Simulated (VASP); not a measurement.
# SiO2 (Stishovite) (P4_2/mnm) in VASP: a series of runs

Runs on SiO2 (Stishovite). Level: PBEsol. Tasks: single point.

All numbers are computed with VASP 6.6.1; they aren't measurements. Logs are shortened: lines on timing, memory, paths and dates and some standing lists are left out, and cuts for length are marked.

**1. The cell of the first run**

The structure is tetragonal, space group P4_2/mnm (No. 136). The conventional cell has a = 4.136 Å, b = 4.136 Å, c = 2.719 Å, α = 90.00°, β = 90.00°, γ = 90.00°. Within 2.4 Å of Si (site symmetry mmm) lie 6 O at 1.77 to 1.79 Å. O (site symmetry m2m) has 3 Si at 1.77 to 1.79 Å and 1 O at 2.27 Å within 2.4 Å.

**2. Single point, PBEsol**

Contents of INCAR:

```
SYSTEM = SiO2
PREC = Accurate
ENCUT = 520
EDIFF = 1E-6
ISMEAR = -1
SIGMA = 0.05
LREAL = .False.
LASPH = .True.
NELM = 60
ALGO = Normal
ISIF = 2
LWAVE = .False.
LCHARG = .False.
GGA = PS
NBANDS = 25
```

Contents of KPOINTS:

```
regular mesh
0
Gamma
  6 6 8
  0 0 0
```

Contents of POSCAR:

```
SiO2
1.0
    4.1355270000      0.0000000000      0.0000000000
    0.0000000000      4.1355270000      0.0000000000
    0.0000000000      0.0000000000      2.7193143557
Si O
2 4
Direct
    0.0000000000      0.0000000000      0.0000000000
    0.5000000000      0.5000000000      0.5000000000
    0.3059000000      0.3059000000      0.0000000000
    0.1941000000      0.8059000000      0.5000000000
    0.6941000000      0.6941000000      0.0000000000
    0.8059000000      0.1941000000      0.5000000000
```

Potentials or basis: VASP PAW PBE potentials, release 64 (Si, O).

On the command line:

```console
cat potpaw_PBE.64/Si/POTCAR potpaw_PBE.64/O/POTCAR > POTCAR
mpirun -np 1 vasp_std > vasp.out
```

OUTCAR:

```text
SYSTEM = SiO2
   PREC = Accurate
   ENCUT = 520
   EDIFF = 1E-6
   ISMEAR = -1
   LREAL = .False.
   LASPH = .True.
   NELM = 60
   ISIF = 2
   GGA = PS

 ion  position               nearest neighbor table
   1  0.000  0.000  0.000-   4 1.77   6 1.77   4 1.77   6 1.77   5 1.79   3 1.79
   2  0.500  0.500  0.500-   3 1.77   5 1.77   3 1.77   5 1.77   4 1.79   6 1.79
   3  0.306  0.306  0.000-   2 1.77   2 1.77   1 1.79
   4  0.194  0.806  0.500-   1 1.77   1 1.77   2 1.79
   5  0.694  0.694  0.000-   2 1.77   2 1.77   1 1.79
   6  0.806  0.194  0.500-   1 1.77   1 1.77   2 1.79

  LATTYP: Found a simple tetragonal cell.
 ALAT       =     4.1355270000
 C/A-ratio  =     0.6575496559

  Lattice vectors:

 A1 = (   4.1355270000,   0.0000000000,   0.0000000000)
 A2 = (   0.0000000000,   4.1355270000,   0.0000000000)
 A3 = (   0.0000000000,   0.0000000000,   2.7193143557)

Analysis of symmetry for initial positions (statically):
=====================================================================
 Subroutine PRICEL returns:
 Original cell was already a primitive cell.

 Routine SETGRP: Setting up the symmetry group for a
 simple tetragonal supercell.

 Subroutine GETGRP returns: Found 16 space group operations
 (whereof  8 operations were pure point group operations)
 out of a pool of 16 trial point group operations.

The static configuration has the point symmetry D_2h.
 The point group associated with its full space group is D_4h.

Analysis of symmetry for dynamics (positions and initial velocities):
=====================================================================
 Subroutine PRICEL returns:
 Original cell was already a primitive cell.

 Routine SETGRP: Setting up the symmetry group for a
 simple tetragonal supercell.

 Subroutine GETGRP returns: Found 16 space group operations
 (whereof  8 operations were pure point group operations)
 out of a pool of 16 trial point group operations.

The dynamic configuration has the point symmetry D_2h.
 The point group associated with its full space group is D_4h.

 Subroutine INISYM returns: Found 16 space group operations
 (whereof  8 operations are pure point group operations),
 and found     1 'primitive' translations

----------------------------------------------------------------------------------------

                                     Primitive cell

  volume of cell :      46.5073

  direct lattice vectors                    reciprocal lattice vectors
     4.135527000  0.000000000  0.000000000     0.241807151  0.000000000  0.000000000
     0.000000000  4.135527000  0.000000000     0.000000000  0.241807151  0.000000000
     0.000000000  0.000000000  2.719314356     0.000000000  0.000000000  0.367739757

  length of vectors
     4.135527000  4.135527000  2.719314356     0.241807151  0.241807151  0.367739757

  position of ions in fractional coordinates (direct lattice)
     0.000000000  0.000000000  0.000000000
     0.500000000  0.500000000  0.500000000
     0.305900000  0.305900000  0.000000000
     0.194100000  0.805900000  0.500000000
     0.694100000  0.694100000  0.000000000
     0.805900000  0.194100000  0.500000000

  ion indices of the primitive-cell ions
   primitive index   ion index
                 1           1
                 2           2
                 3           3
                 4           4
                 5           5
                 6           6

----------------------------------------------------------------------------------------

 KPOINTS: regular mesh

Automatic generation of k-mesh.
 Grid dimensions read from file:
 generate k-points for:    6    6    8

 Generating k-lattice:

  Cartesian coordinates                     Fractional coordinates (reciprocal lattice)
     0.040301192  0.000000000  0.000000000     0.166666667  0.000000000  0.000000000
     0.000000000  0.040301192  0.000000000     0.000000000  0.166666667  0.000000000
     0.000000000  0.000000000  0.045967470     0.000000000  0.000000000  0.125000000

  Length of vectors
     0.040301192  0.040301192  0.045967470

  Shift w.r.t. Gamma in fractional coordinates (k-lattice)
     0.000000000  0.000000000  0.000000000

 Subroutine IBZKPT returns following result:
 ===========================================

 Found     50 irreducible k-points:

 Following reciprocal coordinates:
            Coordinates               Weight
  0.000000  0.000000  0.000000      1.000000
  0.166667  0.000000  0.000000      4.000000
  0.333333  0.000000  0.000000      4.000000
  0.500000  0.000000  0.000000      2.000000
  0.166667  0.166667  0.000000      4.000000
  0.333333  0.166667  0.000000      8.000000
[... 16 lines left out ...]
  0.333333  0.000000  0.250000      8.000000
  0.500000  0.000000  0.250000      4.000000
 [... further k-points ...]
   k-points           NKPTS =     50   k-points in BZ     NKDIM =     50   number of bands    NBANDS=     25
   number of dos      NEDOS =    301   number of ions     NIONS =      6
   total plane-waves  NPLWV =  20480
   dimension x,y,z NGX =    32 NGY =   32 NGZ =   20
   dimension x,y,z NGXF=    64 NGYF=   64 NGZF=   40
   ions per type =               2   4
   NGX,Y,Z   is equivalent  to a cutoff of  12.86, 12.86, 12.23 a.u.
   NGXF,Y,Z  is equivalent  to a cutoff of  25.73, 25.73, 24.45 a.u.
 SYSTEM =  SiO2
   PREC   = accura    normal or accurate (medium, high low for compatibility)
   ISTART =      0    job   : 0-new  1-cont  2-samecut
   ICHARG =      2    charge: 1-file 2-atom 10-const
   ISPIN  =      1    spin polarized calculation?
   LNONCOLLINEAR =      F non collinear calculations
   LSORBIT =      F    spin-orbit coupling
   LASPH  =      T    aspherical Exc in radial PAW
   ENCUT  =  520.0 eV  38.22 Ry    6.18 a.u.   7.69  7.69  5.06*2*pi/ulx,y,z
   NELM   =     60;   NELMIN=  2; NELMDL= -5     # of ELM steps
   EDIFF  = 0.1E-05   stopping-criterion for ELM
   LREAL  =      F    real-space projection
   EDIFFG = 0.1E-04   stopping-criterion for IOM
   NSW    =      0    number of steps for IOM
   IBRION =     -1    ionic relax: 0-MD 1-quasi-New 2-CG
   NFREE  =      0    steps in history (QN), initial steepest desc. (CG)
   ISIF   =      2    stress and relaxation
   ISYM   =      2    0-nonsym 1-usesym 2-fastsym
   POTIM  = 0.5000    time-step for ionic-motion
   TEBEG  =    0.0;   TEEND  =   0.0 temperature during run
   PSTRESS=    0.0 pullay stress
   NELECT =      32.0000    total number of electrons
   NUPDOWN=      -1.0000    fix difference up-down
   EMIN   =  10.00;   EMAX   =-10.00  energy-range for DOS
   EFERMI =   0.00;   METHOD = LEGACY
   ISMEAR =    -1;   SIGMA  =   0.05  broadening in eV -4-tet -1-fermi 0-gaus
   EFERMI_NEDOS =   21; number of points for ismear=-14 and -15
   IALGO  =     38    algorithm
   IMIX   =      4    mixing-type and parameters
     AMIX     =   0.40;   BMIX     =  1.00
     AMIX_MAG =   1.60;   BMIX_MAG =  1.00
  volume/ion in A,a.u.               =       7.75        52.31
  Fermi-wavevector in a.u.,A,eV,Ry     =   1.445277  2.731178 28.420200  2.088826
  Thomas-Fermi vector in A             =   2.563477
   LORBIT       =      0    0 simple, 1 ext, 2 COOP (PROOUT), +10 PAW based schemes
   GGA     = PS    functional components
   LHFCALC =     F    Hartree Fock is set to
   AEXX    =    0.0000 exact exchange contribution
   IVDW    =     0    specifies the selected vdW correction
   LEPSILON=     F    determine dielectric tensor
   LRPA    =     F    only Hartree local field effects (RPA)
 non-spin polarized calculation
  energy-cutoff  :      520.00
  volume of cell :       46.51
 maximum number of plane-waves:      1276
 NGX is ok and might be reduce to    32
   NGX = 15   NGY = 15   NGZ = 11

 number of electron      31.9999962 magnetization

 Free energy of the ion-electron system (eV)
  ---------------------------------------------------
  ext. energy  EPLUGINS =         0.00000000
  ---------------------------------------------------
  free energy    TOTEN  =       -48.94572931 eV

  energy without entropy =      -48.94572931  energy(sigma->0) =      -48.94572931

 E-fermi :   9.1324     XC(G=0): -12.5484

 val. band max:        8.2227222991   @ k =   0.0000   0.0000   0.0000
 cond. band min:      13.6959435972   @ k =   0.0000   0.0000   0.0000
 fundamental gap:      5.4732212981
 Fermi energy:         9.1324026504

 k-point     1 :       0.0000    0.0000    0.0000
  band No.  band energies     occupation
      1     -14.3401      2.00000
      2     -10.5807      2.00000
      3     -10.5807      2.00000
      4     -10.2862      2.00000
      5      -2.7265      2.00000
      6       1.8588      2.00000
[... 17 lines left out ...]
     24      22.7159      0.00000
     25      23.9090      0.00000

 k-point     2 :       0.1667    0.0000    0.0000
  band No.  band energies     occupation
      1     -14.1892      2.00000
      2     -11.2500      2.00000
      3     -10.5042      2.00000
      4      -9.9440      2.00000
      5      -2.5146      2.00000
      6       1.0898      2.00000
[... 17 lines left out ...]
     24      22.0859      0.00000
     25      23.7318      0.00000

 k-point     3 :       0.3333    0.0000    0.0000
  band No.  band energies     occupation
      1     -13.7474      2.00000
      2     -12.1759      2.00000
      3     -10.2984      2.00000
      4      -9.8632      2.00000
      5      -1.9431      2.00000
      6      -0.0611      2.00000
[... 552 lines left out ...]
 k-point    23 :       0.3333    0.0000    0.2500
  band No.  band energies     occupation
      1     -13.0201      2.00000
      2     -11.6505      2.00000
      3     -10.0745      2.00000
      4      -9.8916      2.00000
      5      -1.4937      2.00000
      6       0.3219      2.00000
[... 17 lines left out ...]
     24      20.7754      0.00000
     25      21.8164      0.00000

 k-point    24 :       0.5000    0.0000    0.2500
  band No.  band energies     occupation
      1     -12.4013      2.00000
      2     -12.4013      2.00000
      3      -9.9494      2.00000
      4      -9.9494      2.00000
      5      -0.5352      2.00000
      6      -0.5352      2.00000
[... 17 lines left out ...]
     24      20.7103      0.00000
     25      21.7590      0.00000

 [... further k-points ...]

------------------------ aborting loop because EDIFF is reached ----------------------------------------

  FORCE on cell =-STRESS in cart. coord.  units (eV):
  Direction    XX          YY          ZZ          XY          YZ          ZX
  --------------------------------------------------------------------------------------
  -------------------------------------------------------------------------------------
  Total        2.2026348      2.2026348     -1.1503700     -0.0000000      0.0000000      0.0000000
  in kB       75.8808063     75.8808063    -39.6302673     -0.0000000      0.0000000      0.0000000
  external PRESSURE =      37.3771151 kB  Pullay stress =       0.0000000 kB

 VOLUME and BASIS-vectors are now :
 -----------------------------------------------------------------------------
  energy-cutoff  :      520.00
  volume of cell :       46.51
      direct lattice vectors                 reciprocal lattice vectors
     4.135527000  0.000000000  0.000000000     0.241807151  0.000000000  0.000000000
     0.000000000  4.135527000  0.000000000     0.000000000  0.241807151  0.000000000
     0.000000000  0.000000000  2.719314356     0.000000000  0.000000000  0.367739757

 POSITION                                       TOTAL-FORCE (eV/Angst)
 -----------------------------------------------------------------------------------
      0.00000      0.00000      0.00000        -0.000000      0.000000      0.000000
      2.06776      2.06776      1.35966        -0.000000      0.000000      0.000000
      1.26506      1.26506      0.00000        -0.165513     -0.165513      0.000000
      0.80271      3.33282      1.35966         0.165513     -0.165513      0.000000
      2.87047      2.87047      0.00000         0.165513      0.165513      0.000000
      3.33282      0.80271      1.35966        -0.165513      0.165513      0.000000
 -----------------------------------------------------------------------------------
    total drift:                                0.000000      0.000000     -0.000000

  FREE ENERGIE OF THE ION-ELECTRON SYSTEM (eV)
  ---------------------------------------------------
  free  energy   TOTEN  =       -48.9457293084 eV

  energy  without entropy=      -48.9457293083  energy(sigma->0) =      -48.94572931
```

Run time: 27 s. Hardware: 1 thread of Intel Xeon 6975P-C, shared host; peak memory 0.18 GiB.

What came out:

| Quantity | Value |
| --- | --- |
| Free energy | -48.9457 eV |
| Pressure | 3.7 GPa |
| Largest force | 0.234 eV/Å |
| Band gap on the k mesh | 5.47 eV, direct |

Forces in eV/Å, atoms in the order of the input:
```
Si   0.000  0.000  0.000
Si   0.000  0.000  0.000
O   -0.166 -0.166  0.000
O    0.166 -0.166  0.000
O    0.166  0.166  0.000
O   -0.166  0.166  0.000
```

Stress tensor (GPa, compression positive):
```
 7.59  0.00  0.00
 0.00  7.59  0.00
 0.00  0.00 -3.96
```

Levels at points of the mesh, in eV from the valence-band top:
```csv
k point,band 13,band 14,band 15,band 16,band 17,band 18,band 19,band 20
"(0.00, 0.00, 0.00)",-2.64,-0.85,-0.85,0.00,5.47,6.10,7.95,7.95
"(0.50, 0.00, 0.00)",-2.81,-2.81,-1.05,-1.05,7.42,7.42,8.56,8.56
"(0.50, 0.50, 0.00)",-2.79,-2.79,-2.21,-2.21,7.09,7.09,9.63,9.63
"(0.00, 0.00, 0.50)",-3.23,-3.23,-2.70,-2.70,9.11,9.11,12.40,12.40
"(0.50, 0.00, 0.50)",-2.24,-2.24,-1.77,-1.77,8.78,8.78,10.02,10.02
"(0.50, 0.50, 0.50)",-1.70,-1.70,-1.55,-1.55,7.21,7.21,10.95,10.95
```

Caveat: the PAW data sets were made with another functional, which shifts forces and pressure a little. Expect the measured gap to be larger: semilocal functionals such as PBEsol lack the derivative discontinuity.

**3. Single point, PBEsol**

Contents of INCAR:

```
SYSTEM = SiO2
PREC = Accurate
ENCUT = 520
EDIFF = 1E-7
ISMEAR = -1
SIGMA = 0.05
LREAL = .FALSE.
LASPH = .TRUE.
NELM = 100
ALGO = Normal
ISIF = 2
LWAVE = .FALSE.
LCHARG = .TRUE.
GGA = PS
LELF = .TRUE.
LVHAR = .TRUE.
NBANDS = 25
```

Contents of KPOINTS:

```
Automatic mesh
0
G
  6 6 8
  0 0 0
```

POSCAR: that of step 2 with these lines changed.

```diff
@@ -2,5 +2,5 @@
 1.0
-    4.1355270000      0.0000000000      0.0000000000
-    0.0000000000      4.1355270000      0.0000000000
-    0.0000000000      0.0000000000      2.7193143557
+    4.1773000000      0.0000000000      0.0000000000
+    0.0000000000      4.1773000000      0.0000000000
+    0.0000000000      0.0000000000      2.6652000000
 Si O
```

Potentials or basis: VASP PAW PBE potentials, release 64 (Si, O).

On the command line:

```console
cat potpaw_PBE.64/Si/POTCAR potpaw_PBE.64/O/POTCAR > POTCAR
mpirun -np 1 vasp_std > vasp.out
```

OUTCAR:

```text
SYSTEM = SiO2
   PREC = Accurate
   ENCUT = 520
   EDIFF = 1E-7
   ISMEAR = -1
   LREAL = .FALSE.
   LASPH = .TRUE.
   NELM = 100
   ISIF = 2
   GGA = PS

 ion  position               nearest neighbor table
   1  0.000  0.000  0.000-   4 1.76   6 1.76   4 1.76   6 1.76   5 1.81   3 1.81
   2  0.500  0.500  0.500-   3 1.76   5 1.76   3 1.76   5 1.76   4 1.81   6 1.81
   3  0.306  0.306  0.000-   2 1.76   2 1.76   1 1.81
   4  0.194  0.806  0.500-   1 1.76   1 1.76   2 1.81
   5  0.694  0.694  0.000-   2 1.76   2 1.76   1 1.81
   6  0.806  0.194  0.500-   1 1.76   1 1.76   2 1.81
[... 881 lines left out ...]
  -------------------------------------------------------------------------------------
  Total        1.2219615      1.2219615      1.9112979      0.0000000      0.0000000      0.0000000
  in kB       42.0965937     42.0965937     65.8442447      0.0000000      0.0000000      0.0000000
  external PRESSURE =      50.0124774 kB  Pullay stress =       0.0000000 kB

 VOLUME and BASIS-vectors are now :
 -----------------------------------------------------------------------------
  energy-cutoff  :      520.00
  volume of cell :       46.51
      direct lattice vectors                 reciprocal lattice vectors
     4.177300000  0.000000000  0.000000000     0.239389079  0.000000000  0.000000000
     0.000000000  4.177300000  0.000000000     0.000000000  0.239389079  0.000000000
     0.000000000  0.000000000  2.665200000     0.000000000  0.000000000  0.375206363

 POSITION                                       TOTAL-FORCE (eV/Angst)
 -----------------------------------------------------------------------------------
      0.00000      0.00000      0.00000         0.000000      0.000000      0.000000
      2.08865      2.08865      1.33260         0.000000      0.000000      0.000000
      1.27784      1.27784      0.00000        -0.063549     -0.063549      0.000000
      0.81081      3.36649      1.33260         0.063549     -0.063549      0.000000
      2.89946      2.89946      0.00000         0.063549      0.063549      0.000000
      3.36649      0.81081      1.33260        -0.063549      0.063549      0.000000
 -----------------------------------------------------------------------------------
    total drift:                                0.000000      0.000000     -0.000000

  FREE ENERGIE OF THE ION-ELECTRON SYSTEM (eV)
  ---------------------------------------------------
  free  energy   TOTEN  =       -48.9730344570 eV

  energy  without entropy=      -48.9730344570  energy(sigma->0) =      -48.97303446
```

stdout:

```text
POSCAR found type information on POSCAR SiO
 POSCAR found :  2 types and       6 ions
 scaLAPACK will be used
 -----------------------------------------------------------------------------
|                                                                             |
|                                                                             |
|     You enforced a specific xc type in the INCAR file but a different       |
|     I HOPE YOU KNOW WHAT YOU ARE DOING!                                     |
|                                                                             |
 -----------------------------------------------------------------------------

 LDA part: xc-table for (Slater+PW92), standard interpolation
 POSCAR, INCAR and KPOINTS ok, starting setup
 FFT: planning ... GRIDC
 FFT: planning ... GRID_SOFT
 FFT: planning ... GRID
 WAVECAR not read
 entering main loop
```

Wall time 30 s (1 thread of Intel Xeon 6975P-C, shared host); peak memory 0.18 GiB.

Results:

* Free energy: -48.9730 eV
* Pressure: 5.0 GPa
* Largest force: 0.090 eV/Å
* Band gap on the k mesh: 5.59 eV, direct

Forces on the atoms (eV/Å):
```
Si   0.000  0.000  0.000
Si   0.000  0.000  0.000
O   -0.064 -0.064  0.000
O    0.064 -0.064  0.000
O    0.064  0.064  0.000
O   -0.064  0.064  0.000
```

Caveat: the PAW data sets were made with another functional, which shifts forces and pressure a little. A k mesh can miss the band edges.

(Part 1 of 2 ends here.)
